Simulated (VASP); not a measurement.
Wanted: the native input for a VASP 6.6.1 run.

```yaml
Task: single point
Functional: LDA
Potentials_or_basis: VASP PAW LDA potentials, release 64 (Fe, Sb)
Cutoff: 520 eV
k_mesh: 8 × 8 × 6
Occupations: fermi-dirac, width 0.1 eV
Spin: collinear spin, ferromagnetic start
Starting_moments: "[1.7, 1.7, 0.0, 0.0] μB"
Fixed_moment: 3.4 μB
Dipole_correction: no
Further_INCAR_settings: ALGO = Normal; EDIFF = 1e-06; NBANDS = 25
```

The structure of FeSb lies in POSCAR:

```
FeSb
1.0
    4.0600000000      0.0000000000      0.0000000000
   -2.0300000000      3.5160631394      0.0000000000
    0.0000000000      0.0000000000      5.1300000000
Fe Sb
2 2
Direct
    0.0000000000      0.0000000000      0.0000000000
    0.0000000000      0.0000000000      0.5000000000
    0.3333333333      0.6666666667      0.2500000000
    0.6666666667      0.3333333333      0.7500000000
```

One way to write it, as run:

INCAR

```
ALGO     = Normal         # electronic algorithm
EDIFF    = 1E-6           # SCF threshold, eV
ENCUT    = 520            # plane-wave cutoff, eV
ISIF     = 2              # what is computed and relaxed
ISMEAR   = -1             # smearing method
ISPIN    = 2              # spin polarisation
LASPH    = T              # aspherical terms in the spheres
LCHARG   = F              # write CHGCAR
LMAXMIX  = 4              # l up to which the mixer works
LORBIT   = 11             # projections on sites
LREAL    = F              # projectors in reciprocal space
LWAVE    = F              # write WAVECAR
MAGMOM   = 1.7 1.7 0 0    # initial moments
NBANDS   = 25             # bands
NELM     = 150            # most SCF steps
NUPDOWN  = 3.4            # fixed moment
PREC     = Accurate       # precision mode
SIGMA    = 0.1            # smearing width, eV
```

KPOINTS

```
k-points
0
Gamma
  8 8 6
```

Potentials or basis: VASP PAW LDA potentials, release 64 (Fe, Sb).

Command:

```console
$ cat potpaw_LDA.64/Fe/POTCAR potpaw_LDA.64/Sb/POTCAR > POTCAR
$ mpirun -np 1 vasp_std > vasp.out
```

Results of the run:

```json
{
  "Pressure": "-10.9 GPa",
  "Net moment": "3.40 μB per cell",
  "Site moments": "Fe +1.74; Sb -0.05 μB",
  "Valence electrons inside the program's atomic spheres": "Fe 7.22; Sb 2.46"
}
```

Caveat: the cell stands under tension; the total moment is fixed, so each spin has its own Fermi level and the state may be an excited one; the run started ferromagnetic, and an antiferromagnetic order may lie lower in energy.

It took 3 min on 1 thread of Intel(R) Xeon(R) 6975P-C (Granite Rapids), on a shared host, peak memory 0.24 GiB.
